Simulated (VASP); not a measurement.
Ir: single point with LDA

The system is Ir.

```
Ir
1.0
     0.00000    1.93091    1.93091
     1.93091    0.00000    1.93091
     1.93091    1.93091    0.00000
Ir
1
Direct
  0.00000 0.00000 0.00000
```

```json
{"Program": "VASP 6.6.1", "Task": "single point", "Functional": "LDA", "Potentials or basis": "VASP PAW LDA potentials, release 64 (Ir_sv_GW)", "Cutoff": "560 eV", "k mesh": "23 × 23 × 23", "Occupations": "fermi-dirac, width 0.05 eV", "Spin": "collinear spin", "Starting moments": "[1.0] μB"}
```

- Pressure: -15.1 GPa
- Net moment: 0.00 μB per cell
- Valence electrons inside the program's atomic spheres: Ir 16.28

Levels at points of the mesh, in eV from the Fermi level:
Spin up:
| k point | band 5 | band 6 | band 7 | band 8 | band 9 | band 10 | band 11 | band 12 |
| --- | --- | --- | --- | --- | --- | --- | --- | --- |
| (0.00, 0.00, 0.00) | -10.88 | -3.78 | -3.78 | -3.78 | -1.13 | -1.13 | 13.73 | 19.10 |
Spin down:
```tsv
k point	band 5	band 6	band 7	band 8	band 9	band 10	band 11	band 12
(0.00, 0.00, 0.00)	-10.88	-3.78	-3.78	-3.78	-1.13	-1.13	13.73	19.10
```

It took 94 s on 1 thread of Intel(R) Xeon(R) Platinum 8488C (Sapphire Rapids) (shared host), peak memory 0.27 GiB.

Caveat: the cell stands under tension; spin-orbit coupling is left out, which moves the levels of the heavy elements.
